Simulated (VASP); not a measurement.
# Ti (I4/mmm) in VASP: notebook

Ti is run at these levels: PBEsol; tasks: single point.

Everything below comes from runs of VASP 6.6.1. Logs are shortened: lines on timing, memory, paths and dates and some standing lists are left out, and cuts for length are marked.

**1. The cell of the first run**

Symmetry: I4/mmm, No. 139, tetragonal system. The conventional cell has a = 3.282 Å, b = 3.282 Å, c = 3.184 Å, α = 90.00°, β = 90.00°, γ = 90.00°. Within 3.7 Å of Ti (site symmetry 4/mmm) lie 14 Ti at 2.81 to 3.28 Å.

**2. Single point, PBEsol (zz strain of -3 %)**

INCAR

```
SYSTEM = Ti
  PREC = Accurate
  ENCUT = 520
  EDIFF = 1E-6
  ISMEAR = -1
  SIGMA = 0.05
  LREAL = .FALSE.
  LASPH = .TRUE.
  NELM = 100
  ALGO = Normal
  ISIF = 2
  LWAVE = .FALSE.
  LCHARG = .TRUE.
  GGA = PS
  LELF = .TRUE.
  LVHAR = .TRUE.
  NBANDS = 12
```

KPOINTS

```
regular mesh
0
G
  14 14 14
  0 0 0
```

POSCAR

```
Ti
1.0
   -1.6410000000      1.6410000000      1.5917700000
    1.6410000000     -1.6410000000      1.5917700000
    1.6410000000      1.6410000000     -1.5917700000
Ti
1
Direct
    0.0000000000      0.0000000000      0.0000000000
```

Potentials or basis: VASP PAW PBE potentials, release 64 (Ti_sv).

Launch:

```bash
$ cat potpaw_PBE.64/Ti_sv/POTCAR > POTCAR
$ mpirun -np 1 vasp_std > vasp.out
```

OUTCAR:

```text
SYSTEM = Ti
   PREC = Accurate
   ENCUT = 520
   EDIFF = 1E-6
   ISMEAR = -1
   LREAL = .FALSE.
   LASPH = .TRUE.
   NELM = 100
   ISIF = 2
   GGA = PS

 ion  position               nearest neighbor table
   1  0.000  0.000  0.000-

  LATTYP: Found a body centered tetragonal cell.
 ALAT       =     3.2820000000
 C/A-ratio  =     0.9700000000

  Lattice vectors:

 A1 = (  -1.6410000000,   1.6410000000,   1.5917700000)
 A2 = (   1.6410000000,  -1.6410000000,   1.5917700000)
 A3 = (   1.6410000000,   1.6410000000,  -1.5917700000)

Analysis of symmetry for initial positions (statically):
=====================================================================
 Subroutine PRICEL returns:
 Original cell was already a primitive cell.

 Routine SETGRP: Setting up the symmetry group for a
 body centered tetragonal supercell.

 Subroutine GETGRP returns: Found 16 space group operations
 (whereof 16 operations were pure point group operations)
 out of a pool of 16 trial point group operations.

The static configuration has the point symmetry D_4h.

Analysis of symmetry for dynamics (positions and initial velocities):
=====================================================================
 Subroutine PRICEL returns:
 Original cell was already a primitive cell.

 Routine SETGRP: Setting up the symmetry group for a
 body centered tetragonal supercell.

 Subroutine GETGRP returns: Found 16 space group operations
 (whereof 16 operations were pure point group operations)
 out of a pool of 16 trial point group operations.

The dynamic configuration has the point symmetry D_4h.

 Subroutine INISYM returns: Found 16 space group operations
 (whereof 16 operations are pure point group operations),
 and found     1 'primitive' translations

----------------------------------------------------------------------------------------

                                     Primitive cell

  volume of cell :      17.1458

  direct lattice vectors                    reciprocal lattice vectors
    -1.641000000  1.641000000  1.591770000     0.000000000  0.304692261  0.314115733
     1.641000000 -1.641000000  1.591770000     0.304692261  0.000000000  0.314115733
     1.641000000  1.641000000 -1.591770000     0.304692261  0.304692261  0.000000000

  length of vectors
     2.814159507  2.814159507  2.814159507     0.437614062  0.437614062  0.430899928

  position of ions in fractional coordinates (direct lattice)
     0.000000000  0.000000000  0.000000000

  ion indices of the primitive-cell ions
   primitive index   ion index
                 1           1

----------------------------------------------------------------------------------------

 KPOINTS: regular mesh

Automatic generation of k-mesh.
 Grid dimensions read from file:
 generate k-points for:   14   14   14

 Generating k-lattice:

  Cartesian coordinates                     Fractional coordinates (reciprocal lattice)
     0.000000000  0.021763733  0.022436838     0.071428571 -0.000000000  0.000000000
     0.021763733  0.000000000  0.022436838    -0.000000000  0.071428571  0.000000000
     0.021763733  0.021763733  0.000000000     0.000000000  0.000000000  0.071428571

  Length of vectors
     0.031258147  0.031258147  0.030778566

  Shift w.r.t. Gamma in fractional coordinates (k-lattice)
     0.000000000  0.000000000  0.000000000

 Subroutine IBZKPT returns following result:
 ===========================================

 Found    244 irreducible k-points:

 Following reciprocal coordinates:
            Coordinates               Weight
  0.000000  0.000000  0.000000      1.000000
  0.071429  0.000000 -0.000000      8.000000
  0.142857  0.000000  0.000000      8.000000
  0.214286  0.000000  0.000000      8.000000
  0.285714  0.000000 -0.000000      8.000000
  0.357143  0.000000 -0.000000      8.000000
[... 16 lines left out ...]
  0.214286  0.142857 -0.000000     16.000000
  0.285714  0.142857  0.000000     16.000000
 [... further k-points ...]
   k-points           NKPTS =    244   k-points in BZ     NKDIM =    244   number of bands    NBANDS=     12
   number of dos      NEDOS =    301   number of ions     NIONS =      1
   total plane-waves  NPLWV =  13824
   dimension x,y,z NGX =    24 NGY =   24 NGZ =   24
   dimension x,y,z NGXF=    48 NGYF=   48 NGZF=   48
   ions per type =               1
   NGX,Y,Z   is equivalent  to a cutoff of  14.18, 14.18, 14.18 a.u.
   NGXF,Y,Z  is equivalent  to a cutoff of  28.36, 28.36, 28.36 a.u.
 SYSTEM =  Ti
   PREC   = accura    normal or accurate (medium, high low for compatibility)
   ISTART =      0    job   : 0-new  1-cont  2-samecut
   ICHARG =      2    charge: 1-file 2-atom 10-const
   ISPIN  =      1    spin polarized calculation?
   LNONCOLLINEAR =      F non collinear calculations
   LSORBIT =      F    spin-orbit coupling
   LASPH  =      T    aspherical Exc in radial PAW
   ENCUT  =  520.0 eV  38.22 Ry    6.18 a.u.   5.23  5.23  5.23*2*pi/ulx,y,z
   NELM   =    100;   NELMIN=  2; NELMDL= -5     # of ELM steps
   EDIFF  = 0.1E-05   stopping-criterion for ELM
   LREAL  =      F    real-space projection
   EDIFFG = 0.1E-04   stopping-criterion for IOM
   NSW    =      0    number of steps for IOM
   IBRION =     -1    ionic relax: 0-MD 1-quasi-New 2-CG
   NFREE  =      0    steps in history (QN), initial steepest desc. (CG)
   ISIF   =      2    stress and relaxation
   ISYM   =      2    0-nonsym 1-usesym 2-fastsym
   POTIM  = 0.5000    time-step for ionic-motion
   TEBEG  =    0.0;   TEEND  =   0.0 temperature during run
   PSTRESS=    0.0 pullay stress
   NELECT =      12.0000    total number of electrons
   NUPDOWN=      -1.0000    fix difference up-down
   EMIN   =  10.00;   EMAX   =-10.00  energy-range for DOS
   EFERMI =   0.00;   METHOD = LEGACY
   ISMEAR =    -1;   SIGMA  =   0.05  broadening in eV -4-tet -1-fermi 0-gaus
   EFERMI_NEDOS =   21; number of points for ismear=-14 and -15
   IALGO  =     38    algorithm
   IMIX   =      4    mixing-type and parameters
     AMIX     =   0.40;   BMIX     =  1.00
     AMIX_MAG =   1.60;   BMIX_MAG =  1.00
  volume/ion in A,a.u.               =      17.15       115.71
  Fermi-wavevector in a.u.,A,eV,Ry     =   1.453504  2.746723 28.744654  2.112673
  Thomas-Fermi vector in A             =   2.570762
   LORBIT       =      0    0 simple, 1 ext, 2 COOP (PROOUT), +10 PAW based schemes
   GGA     = PS    functional components
   LHFCALC =     F    Hartree Fock is set to
   AEXX    =    0.0000 exact exchange contribution
   IVDW    =     0    specifies the selected vdW correction
   LEPSILON=     F    determine dielectric tensor
   LRPA    =     F    only Hartree local field effects (RPA)
 non-spin polarized calculation
  energy-cutoff  :      520.00
  volume of cell :       17.15
 maximum number of plane-waves:       482
 NGX is ok and might be reduce to    24
   NGX = 11   NGY = 11   NGZ = 11

 number of electron      11.9999999 magnetization

 Free energy of the ion-electron system (eV)
  ---------------------------------------------------
  ext. energy  EPLUGINS =         0.00000000
  ---------------------------------------------------
  free energy    TOTEN  =        -8.23674205 eV

  energy without entropy =       -8.21744277  energy(sigma->0) =       -8.22709241

 E-fermi :   8.0869     XC(G=0): -11.6938

 val. band max:        8.0842980505   @ k =   0.1429   0.1429   0.0714
 cond. band min:       8.0882130687   @ k =  -0.3571   0.2143   0.0714
 fundamental gap:      0.0039150182
 Fermi energy:         8.0869000454

 k-point     1 :       0.0000    0.0000    0.0000
  band No.  band energies     occupation
      1     -48.1850      2.00000
      2     -24.1213      2.00000
      3     -24.1190      2.00000
      4     -24.1190      2.00000
      5       2.1101      2.00000
      6       8.9386      0.00000
      7       9.1630      0.00000
      8       9.1630      0.00000
      9      10.7446      0.00000
     10      11.0093      0.00000
     11      25.4222      0.00000
     12      25.4222      0.00000

 k-point     2 :       0.0714    0.0000   -0.0000
  band No.  band energies     occupation
      1     -48.1780      2.00000
      2     -24.1569      2.00000
      3     -24.1305      2.00000
      4     -24.1206      2.00000
      5       2.2889      2.00000
      6       8.9231      0.00000
      7       9.1352      0.00000
      8       9.2242      0.00000
      9      10.7271      0.00000
     10      10.9434      0.00000
     11      25.3002      0.00000
     12      25.5959      0.00000

 k-point     3 :       0.1429    0.0000    0.0000
  band No.  band energies     occupation
      1     -48.1584      2.00000
      2     -24.2588      2.00000
      3     -24.1626      2.00000
      4     -24.1223      2.00000
      5       2.8036      2.00000
      6       8.7280      0.00001
      7       9.0052      0.00000
      8       9.5694      0.00000
      9      10.6491      0.00000
     10      10.8853      0.00000
     11      24.5681      0.00000
     12      25.3480      0.00000
[... 286 lines left out ...]
 k-point    23 :       0.2143    0.1429   -0.0000
  band No.  band energies     occupation
      1     -48.0857      2.00000
      2     -24.5910      2.00000
      3     -24.2713      2.00000
      4     -24.1698      2.00000
      5       4.9107      2.00000
      6       8.0441      1.40401
      7       8.1889      0.23017
      8      10.4865      0.00000
      9      11.2667      0.00000
     10      11.3511      0.00000
     11      21.2299      0.00000
     12      22.2930      0.00000

 k-point    24 :       0.2857    0.1429    0.0000
  band No.  band energies     occupation
      1     -48.0599      2.00000
      2     -24.6940      2.00000
      3     -24.3316      2.00000
      4     -24.1744      2.00000
      5       5.6354      2.00000
      6       7.7820      1.99551
      7       8.1757      0.28969
      8      10.6265      0.00000
      9      11.3908      0.00000
     10      12.1886      0.00000
     11      19.2848      0.00000
     12      21.4265      0.00000

 [... further k-points ...]
[... 5 lines left out ...]
  --------------------------------------------------------------------------------------
  -------------------------------------------------------------------------------------
  Total       -0.3913648     -0.3913648     -0.4956402      0.0000000      0.0000000      0.0000000
  in kB      -36.5708353    -36.5708353    -46.3147865      0.0000000      0.0000000      0.0000000
  external PRESSURE =     -39.8188190 kB  Pullay stress =       0.0000000 kB

 VOLUME and BASIS-vectors are now :
 -----------------------------------------------------------------------------
  energy-cutoff  :      520.00
  volume of cell :       17.15
      direct lattice vectors                 reciprocal lattice vectors
    -1.641000000  1.641000000  1.591770000     0.000000000  0.304692261  0.314115733
     1.641000000 -1.641000000  1.591770000     0.304692261  0.000000000  0.314115733
     1.641000000  1.641000000 -1.591770000     0.304692261  0.304692261  0.000000000

 POSITION                                       TOTAL-FORCE (eV/Angst)
 -----------------------------------------------------------------------------------
      0.00000      0.00000      0.00000        -0.000000      0.000000      0.000000
 -----------------------------------------------------------------------------------
    total drift:                                0.000000      0.000000     -0.000000

  FREE ENERGIE OF THE ION-ELECTRON SYSTEM (eV)
  ---------------------------------------------------
  free  energy   TOTEN  =        -8.2367420543 eV

  energy  without entropy=       -8.2174427745  energy(sigma->0) =       -8.22709241
```

Wall time 14 s (1 thread of Intel Xeon 6975P-C (Granite Rapids), shared host); peak memory 0.17 GiB.

Results:

```yaml
Free_energy: -8.2367 eV
Pressure: -4.0 GPa
Band_gap_on_the_k_mesh: zero (band 6 reaches 9.08 eV, above the bottom of band 7 at 7.46 eV)
```

Stress tensor (GPa, compression positive):
```
-3.66  0.00  0.00
 0.00 -3.66  0.00
 0.00  0.00 -4.63
```

Levels at points of the mesh, in eV from the Fermi level:
```tsv
k point	band 4	band 5	band 6	band 7	band 8	band 9
(0.00, 0.00, 0.00)	-32.21	-5.98	0.85	1.08	1.08	2.66
(0.50, 0.00, 0.00)	-32.22	-2.49	-0.50	1.27	2.83	3.22
(0.50, 0.50, 0.00)	-32.20	-2.49	-0.23	1.06	2.61	3.07
(0.50, 0.50, 0.50)	-32.67	-2.18	-2.10	3.98	3.98	4.04
```

Caveat: the cell differs from its parent crystal (zz strain of -3 %); the PAW data sets were made with another functional, which shifts forces and pressure a little.

**3. Single point, PBEsol (zz strain of -1 %)**

INCAR

```
PREC = Accurate
ENCUT = 520
EDIFF = 1E-6
ISMEAR = -1
SIGMA = 0.05
LREAL = False
LASPH = True
NELM = 100
ALGO = Normal
ISIF = 2
LWAVE = False
LCHARG = False
GGA = PS
NBANDS = 12
```

KPOINTS

```
regular mesh
0
Gamma
  14 14 14
```

POSCAR

```
Ti
1.0
   -1.6410000000      1.6410000000      1.6245900000
    1.6410000000     -1.6410000000      1.6245900000
    1.6410000000      1.6410000000     -1.6245900000
Ti
1
Direct
    0.0000000000      0.0000000000      0.0000000000
```

Potentials or basis: VASP PAW PBE potentials, release 64 (Ti_sv).

Launch:

```bash
$ cat potpaw_PBE.64/Ti_sv/POTCAR > POTCAR
$ mpirun -np 1 vasp_std > vasp.out
```

Wall time 14 s (1 thread of Intel Xeon 6975P-C (Granite Rapids), shared host); peak memory 0.17 GiB.

The run converged. Its results:

| Quantity | Value |
| --- | --- |
| Free energy | -8.2249 eV |
| Pressure | -5.9 GPa |
| Band gap on the k mesh | zero (band 6 reaches 8.84 eV, above the bottom of band 7 at 7.24 eV) |

Stress tensor (GPa, compression positive):
```
-5.81  0.00  0.00
 0.00 -5.81  0.00
 0.00  0.00 -6.14
```

Levels at points of the mesh, in eV from the Fermi level:
```csv
k point,band 3,band 4,band 5,band 6,band 7,band 8,band 9,band 10
"(0.00, 0.00, 0.00)",-32.26,-32.26,-5.93,0.94,1.01,1.01,2.70,2.78
"(0.50, 0.00, 0.00)",-32.48,-32.27,-2.43,-0.42,1.16,2.75,3.09,4.26
"(0.50, 0.50, 0.00)",-32.47,-32.26,-2.43,-0.33,1.09,2.67,3.05,4.25
"(0.50, 0.50, 0.50)",-32.73,-32.71,-2.08,-2.06,3.90,3.90,3.92,8.21
```

Caveat: the cell differs from its parent crystal (zz strain of -1 %); the PAW data sets were made with another functional, which shifts forces and pressure a little.
